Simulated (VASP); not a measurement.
Wanted: the native input for a VASP 6.6.1 run.

| Quantity | Value |
| --- | --- |
| Task | single point |
| Functional | r2SCAN |
| Potentials or basis | VASP PAW PBE potentials, release 64 (Ag, Cl) |
| Cutoff | 520 eV |
| k mesh | 8 × 8 × 8 |
| Occupations | gaussian, width 0.05 eV |
| Spin | no spin polarisation |
| Dipole correction | no |
| Further INCAR settings | ALGO = Normal; EDIFF = 1e-06; NBANDS = 16 |

Crystal: AgCl.

```xyz
2
Lattice="-0.0832 2.7731 2.7731 2.6900 0.0000 2.6900 2.7731 2.7731 -0.0832" Properties=species:S:1:pos:R:3 pbc="T T T"
Ag    2.6900    2.7731    2.6900
Cl    0.0000    0.0000    0.0000
```

This cell differs from its parent crystal: strain -0.0600 x Voigt [0, 0, 0, 0, 1, 0].

One way to write it, as run:

POSCAR

```
AgCl
1.0
   -0.0831945000      2.7731500000      2.7731500000
    2.6899555000      0.0000000000      2.6899555000
    2.7731500000      2.7731500000     -0.0831945000
Ag Cl
1 1
Direct
    0.5000000000      0.5000000000      0.5000000000
    0.0000000000      0.0000000000      0.0000000000
```

INCAR.step1

```
SYSTEM = AgCl
  PREC = Accurate
  ENCUT = 520
  ISMEAR = 0
  SIGMA = 0.05
  LREAL = .False.
  LASPH = .True.
  NELM = 60
  NBANDS = 16
  GGA = PE
  ALGO = Normal
  EDIFF = 1E-4
  LWAVE = .True.
  LCHARG = .False.
```

INCAR.step2

```
SYSTEM = AgCl
  PREC = Accurate
  ENCUT = 520
  EDIFF = 1E-6
  ISMEAR = 0
  SIGMA = 0.05
  LREAL = .False.
  LASPH = .True.
  NELM = 60
  ALGO = Normal
  ISIF = 2
  LWAVE = .False.
  LCHARG = .True.
  METAGGA = R2SCAN
  LMIXTAU = .True.
  LELF = .True.
  LVHAR = .True.
  NBANDS = 16
  ISTART = 1
```

KPOINTS

```
Automatic mesh
0
Gamma
  8 8 8
  0 0 0
```

Potentials or basis: VASP PAW PBE potentials, release 64 (Ag, Cl).

The run is started by

```console
$ cat potpaw_PBE.64/Ag/POTCAR potpaw_PBE.64/Cl/POTCAR > POTCAR
$ cp INCAR.step1 INCAR
$ mpirun -np 1 vasp_std > vasp.out
$ cp INCAR.step2 INCAR
$ mpirun -np 1 vasp_std > vasp.out
```

Results of the run:

```
Pressure               : -0.1 GPa
Band gap on the k mesh : 1.36 eV (least direct gap 3.64 eV)
```

Caveat: the cell differs from its parent crystal (strain -0.0600 x Voigt [0, 0, 0, 0, 1, 0]); the PAW data sets were made with another functional, which shifts forces and pressure a little.

It took 8.6 min on 1 thread of Intel Xeon 8259CL (shared host), peak memory 0.21 GiB.
